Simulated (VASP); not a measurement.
# Ge (I4_1/amd) in VASP: further runs

Runs on Ge. Level: PBEsol. Tasks: relaxation of cell and atoms, single point.

Everything below comes from runs of VASP 6.6.1. Logs are shortened: lines on timing, memory, paths and dates and some standing lists are left out, and cuts for length are marked.

**1. The cell of the first run**

It takes space group I4_1/amd (No. 141, tetragonal). The conventional cell has a = 5.149 Å, b = 5.149 Å, c = 2.795 Å, α = 90.00°, β = 90.00°, γ = 90.00°. Ge (site symmetry -4m2) has 10 Ge at 2.67 to 3.32 Å within 3.5 Å.

**2. Relaxation of cell and atoms, PBEsol, target pressure 8 GPa, at which the enthalpy is minimised**

Input file INCAR:

```
SYSTEM = Ge
ALGO     = Normal         ! electronic algorithm
EDIFF    = 1E-7           ! SCF threshold, eV
EDIFFG   = -0.01          ! ionic threshold
ENCUT    = 600            ! plane-wave cutoff, eV
GGA      = PS             ! functional
IBRION   = 2              ! ionic algorithm
ISIF     = 3              ! what is computed and relaxed
ISMEAR   = 1              ! smearing method
LASPH    = .TRUE.         ! aspherical terms in the spheres
LCHARG   = .FALSE.        ! write CHGCAR
LREAL    = .FALSE.        ! projectors in reciprocal space
LWAVE    = .FALSE.        ! write WAVECAR
NELM     = 60             ! most SCF steps
NSW      = 80             ! ionic steps
PREC     = Accurate       ! precision mode
PSTRESS  = 80.0         
SIGMA    = 0.1            ! smearing width, eV
```

Input file KPOINTS:

```
k-points
0
G
  12 12 12
  0 0 0
```

Input file POSCAR:

```
Ge
1.0
   -2.5744897200      2.5744897200      1.3974126400
    2.5744897200     -2.5744897200      1.3974126400
    2.5744897200      2.5744897200     -1.3974126400
Ge
2
Direct
    0.2500000000      0.7500000000      0.5000000000
    0.5000000000      0.5000000000      0.0000000000
```

Potentials or basis: VASP PAW PBE potentials, release 64 (Ge_d).

Command:

```sh
> cat potpaw_PBE.64/Ge_d/POTCAR > POTCAR
> mpirun -np 1 vasp_std > vasp.out
```

OUTCAR:

```text
SYSTEM = Ge
   EDIFF = 1E-7
   EDIFFG = -0.01
   ENCUT = 600
   GGA = PS
   IBRION = 2
   ISIF = 3
   ISMEAR = 1
   LASPH = .TRUE.
   LREAL = .FALSE.
   NELM = 60
   NSW = 80
   PREC = Accurate
   PSTRESS = 80.0

 ion  position               nearest neighbor table
   1  0.250  0.750  0.500-   2 2.67   2 2.67   2 2.67   2 2.67
   2  0.500  0.500  0.000-   1 2.67   1 2.67   1 2.67   1 2.67

  LATTYP: Found a body centered tetragonal cell.
 ALAT       =     5.1489794400
 C/A-ratio  =     0.5427920839

  Lattice vectors:

 A1 = (  -2.5744897200,   2.5744897200,   1.3974126400)
 A2 = (   2.5744897200,  -2.5744897200,   1.3974126400)
 A3 = (   2.5744897200,   2.5744897200,  -1.3974126400)

Analysis of symmetry for initial positions (statically):
=====================================================================
 Subroutine PRICEL returns:
 Original cell was already a primitive cell.

 Routine SETGRP: Setting up the symmetry group for a
 body centered tetragonal supercell.

 Subroutine GETGRP returns: Found 16 space group operations
 (whereof  8 operations were pure point group operations)
 out of a pool of 16 trial point group operations.

The static configuration has the point symmetry D_2d.
 The point group associated with its full space group is D_4h.

Analysis of symmetry for dynamics (positions and initial velocities):
=====================================================================
 Subroutine PRICEL returns:
 Original cell was already a primitive cell.

 Routine SETGRP: Setting up the symmetry group for a
 body centered tetragonal supercell.

 Subroutine GETGRP returns: Found 16 space group operations
 (whereof  8 operations were pure point group operations)
 out of a pool of 16 trial point group operations.

The dynamic configuration has the point symmetry D_2d.
 The point group associated with its full space group is D_4h.

 Subroutine INISYM returns: Found 16 space group operations
 (whereof  8 operations are pure point group operations),
 and found     1 'primitive' translations

----------------------------------------------------------------------------------------

                                     Primitive cell

  volume of cell :      37.0482

  direct lattice vectors                    reciprocal lattice vectors
    -2.574489720  2.574489720  1.397412640     0.000000000  0.194213244  0.357804120
     2.574489720 -2.574489720  1.397412640     0.194213244  0.000000000  0.357804120
     2.574489720  2.574489720 -1.397412640     0.194213244  0.194213244  0.000000000

  length of vectors
     3.899840602  3.899840602  3.899840602     0.407114938  0.407114938  0.274659004

  position of ions in fractional coordinates (direct lattice)
     0.250000000  0.750000000  0.500000000
     0.500000000  0.500000000  0.000000000

  ion indices of the primitive-cell ions
   primitive index   ion index
                 1           1
                 2           2

----------------------------------------------------------------------------------------

 KPOINTS: k-points

Automatic generation of k-mesh.
 Grid dimensions read from file:
 generate k-points for:   12   12   12

 Generating k-lattice:

  Cartesian coordinates                     Fractional coordinates (reciprocal lattice)
     0.000000000  0.016184437  0.029817010     0.083333333  0.000000000  0.000000000
     0.016184437  0.000000000  0.029817010     0.000000000  0.083333333  0.000000000
     0.016184437  0.016184437  0.000000000     0.000000000  0.000000000  0.083333333

  Length of vectors
     0.033926245  0.033926245  0.022888250

  Shift w.r.t. Gamma in fractional coordinates (k-lattice)
     0.000000000  0.000000000  0.000000000

 Subroutine IBZKPT returns following result:
 ===========================================

 Found    163 irreducible k-points:

 Following reciprocal coordinates:
            Coordinates               Weight
  0.000000  0.000000  0.000000      1.000000
  0.083333  0.000000  0.000000      8.000000
  0.166667  0.000000 -0.000000      8.000000
  0.250000  0.000000 -0.000000      8.000000
  0.333333 -0.000000  0.000000      8.000000
  0.416667  0.000000  0.000000      8.000000
[... 16 lines left out ...]
  0.500000  0.166667 -0.000000     16.000000
 -0.416667  0.166667  0.000000     16.000000
 [... further k-points ...]
   k-points           NKPTS =    163   k-points in BZ     NKDIM =    163   number of bands    NBANDS=     18
   number of dos      NEDOS =    301   number of ions     NIONS =      2
   total plane-waves  NPLWV =  32768
   dimension x,y,z NGX =    32 NGY =   32 NGZ =   32
   dimension x,y,z NGXF=    64 NGYF=   64 NGZF=   64
   ions per type =               2
   NGX,Y,Z   is equivalent  to a cutoff of  13.64, 13.64, 13.64 a.u.
   NGXF,Y,Z  is equivalent  to a cutoff of  27.28, 27.28, 27.28 a.u.
 SYSTEM =  Ge
   PREC   = accura    normal or accurate (medium, high low for compatibility)
   ISTART =      0    job   : 0-new  1-cont  2-samecut
   ICHARG =      2    charge: 1-file 2-atom 10-const
   ISPIN  =      1    spin polarized calculation?
   LNONCOLLINEAR =      F non collinear calculations
   LSORBIT =      F    spin-orbit coupling
   LASPH  =      T    aspherical Exc in radial PAW
   ENCUT  =  600.0 eV  44.10 Ry    6.64 a.u.   7.79  7.79  7.79*2*pi/ulx,y,z
   NELM   =     60;   NELMIN=  2; NELMDL= -5     # of ELM steps
   EDIFF  = 0.1E-06   stopping-criterion for ELM
   LREAL  =      F    real-space projection
   EDIFFG = -.1E-01   stopping-criterion for IOM
   NSW    =     80    number of steps for IOM
   IBRION =      2    ionic relax: 0-MD 1-quasi-New 2-CG
   NFREE  =      1    steps in history (QN), initial steepest desc. (CG)
   ISIF   =      3    stress and relaxation
   ISYM   =      2    0-nonsym 1-usesym 2-fastsym
   POTIM  = 0.5000    time-step for ionic-motion
   TEBEG  =    0.0;   TEEND  =   0.0 temperature during run
   PSTRESS=   80.0 pullay stress
   NELECT =      28.0000    total number of electrons
   NUPDOWN=      -1.0000    fix difference up-down
   EMIN   =  10.00;   EMAX   =-10.00  energy-range for DOS
   EFERMI =   0.00;   METHOD = LEGACY
   ISMEAR =     1;   SIGMA  =   0.10  broadening in eV -4-tet -1-fermi 0-gaus
   EFERMI_NEDOS =   21; number of points for ismear=-14 and -15
   IALGO  =     38    algorithm
   IMIX   =      4    mixing-type and parameters
     AMIX     =   0.40;   BMIX     =  1.00
     AMIX_MAG =   1.60;   BMIX_MAG =  1.00
  volume/ion in A,a.u.               =      18.52       125.01
  Fermi-wavevector in a.u.,A,eV,Ry     =   1.491209  2.817976 30.255333  2.223704
  Thomas-Fermi vector in A             =   2.603893
   LORBIT       =      0    0 simple, 1 ext, 2 COOP (PROOUT), +10 PAW based schemes
   GGA     = PS    functional components
   LHFCALC =     F    Hartree Fock is set to
   AEXX    =    0.0000 exact exchange contribution
   IVDW    =     0    specifies the selected vdW correction
   LEPSILON=     F    determine dielectric tensor
   LRPA    =     F    only Hartree local field effects (RPA)
 conjugate gradient relaxation of ions
 non-spin polarized calculation
 Methfessel and Paxton  Order N= 1 SIGMA  =   0.10
  energy-cutoff  :      600.00
  volume of cell :       37.05
 maximum number of plane-waves:      1258
   NGX = 15   NGY = 15   NGZ = 15

--------------------------------------- Ionic step        1  -------------------------------------------

 number of electron      28.0000000 magnetization

 Free energy of the ion-electron system (eV)
  ---------------------------------------------------
  ext. energy  EPLUGINS =         0.00000000
  ---------------------------------------------------
  free energy    TOTEN  =        -9.53840677 eV

  energy without entropy =       -9.53785114  energy(sigma->0) =       -9.53822156

------------------------ aborting loop because EDIFF is reached ----------------------------------------

  FORCE on cell =-STRESS in cart. coord.  units (eV):
  Direction    XX          YY          ZZ          XY          YZ          ZX
  --------------------------------------------------------------------------------------
  -------------------------------------------------------------------------------------
  Total       -0.2667928     -0.2667928     -0.0486625      0.0000000     -0.0000000      0.0000000
  in kB      -11.5376584    -11.5376584     -2.1044476      0.0000000     -0.0000000      0.0000000
  external PRESSURE =     -88.3932548 kB  Pullay stress =      80.0000000 kB
[... 61 lines left out ...]
  enthalpy is  TOTEN    =        -7.7424397141 eV   P V=        1.5895266125

--------------------------------------- Ionic step        3  -------------------------------------------

 number of electron      27.9999997 magnetization

 Free energy of the ion-electron system (eV)
  ---------------------------------------------------
  ext. energy  EPLUGINS =         0.00000000
  ---------------------------------------------------
  free energy    TOTEN  =        -9.47273807 eV

  energy without entropy =       -9.47228151  energy(sigma->0) =       -9.47258588

 E-fermi :   7.7659     XC(G=0): -11.9447

 val. band max:        7.7628885569   @ k =  -0.2500   0.3333   0.1667
 cond. band min:       7.7673053400   @ k =  -0.3333   0.3333   0.1667
 fundamental gap:      0.0044167831
 Fermi energy:         7.7658535854

 k-point     1 :       0.0000    0.0000    0.0000
  band No.  band energies     occupation
      1     -17.0576      2.00000
      2     -16.9946      2.00000
      3     -16.9652      2.00000
      4     -16.9565      2.00000
      5     -16.8178      2.00000
      6     -16.8178      2.00000
[... 10 lines left out ...]
     17      15.9876      0.00000
     18      16.5686      0.00000
[... 466 lines left out ...]
      2     -16.9367      2.00000
      3     -16.9222      2.00000
      4     -16.9002      2.00000
      5     -16.8628      2.00000
      6     -16.8404      2.00000
[... 10 lines left out ...]
     17      11.5896      0.00000
     18      14.5996      0.00000

 [... further k-points ...]

------------------------ aborting loop because EDIFF is reached ----------------------------------------

  FORCE on cell =-STRESS in cart. coord.  units (eV):
  Direction    XX          YY          ZZ          XY          YZ          ZX
  --------------------------------------------------------------------------------------
  -------------------------------------------------------------------------------------
  Total        1.6804136      1.6804136      1.6695137      0.0000000     -0.0000000      0.0000000
  in kB       79.6843369     79.6843369     79.1674693      0.0000000     -0.0000000      0.0000000
  external PRESSURE =      -0.4879523 kB  Pullay stress =      80.0000000 kB
[... 17 lines left out ...]
  FREE ENERGIE OF THE ION-ELECTRON SYSTEM (eV)
  ---------------------------------------------------
  free  energy   TOTEN  =        -9.4727380682 eV

  energy  without entropy=       -9.4722815127  energy(sigma->0) =       -9.47258588

  enthalpy is  TOTEN    =        -7.7856676032 eV   P V=        1.6870704651

 reached required accuracy - stopping structural energy minimisation
```

Wall time 2.5 min (1 thread of Intel Xeon Platinum 8259CL at 2.50GHz (Skylake/Cascade Lake), shared host); peak memory 0.26 GiB.

What came out:

| Property | Result |
| --- | --- |
| Free energy | -9.4727 eV |
| Relaxed volume | 16.89 Å³/atom |
| Relaxed cell | a = 3.779 Å, b = 3.779 Å, c = 3.779 Å, α = 97.42°, β = 97.42°, γ = 137.88° |
| Space group after relaxing (to 0.1 Å) | I4_1/amd (No. 141) |
| Energy change on relaxing (the run minimises the enthalpy) | +32.8 meV/atom |
| Ionic steps | 3 |
| Pressure after relaxing | 8.0 GPa |
| Band gap on the k mesh | zero (bands 14 and 15 overlap by 5.77 eV) |

The path:
```
step  energy change (eV)  largest force (eV/Å)  pressure (GPa)  volume (Å³)
   1              0.0000                0.0000           -0.84        37.05
   2              0.2064                0.0000           15.51        31.83
   3              0.0657                0.0000            7.95        33.79
```

Final structure:
```cif
data_structure
_symmetry_space_group_name_H-M 'P 1'
_symmetry_Int_Tables_number 1
_cell_length_a 3.7793
_cell_length_b 3.7793
_cell_length_c 3.7793
_cell_angle_alpha 97.420
_cell_angle_beta 97.420
_cell_angle_gamma 137.878
_cell_volume 33.79
loop_
_atom_site_label
_atom_site_type_symbol
_atom_site_fract_x
_atom_site_fract_y
_atom_site_fract_z
_atom_site_occupancy
Ge1 Ge 0.25000 0.75000 0.50000 1
Ge2 Ge 0.50000 0.50000 0.00000 1
```

Caveat: the cell is relaxed towards a set pressure, so the run minimises the enthalpy, not the energy; the PAW data sets were made with another functional, which shifts forces and pressure a little.

(Part 1 of 2 ends here.)
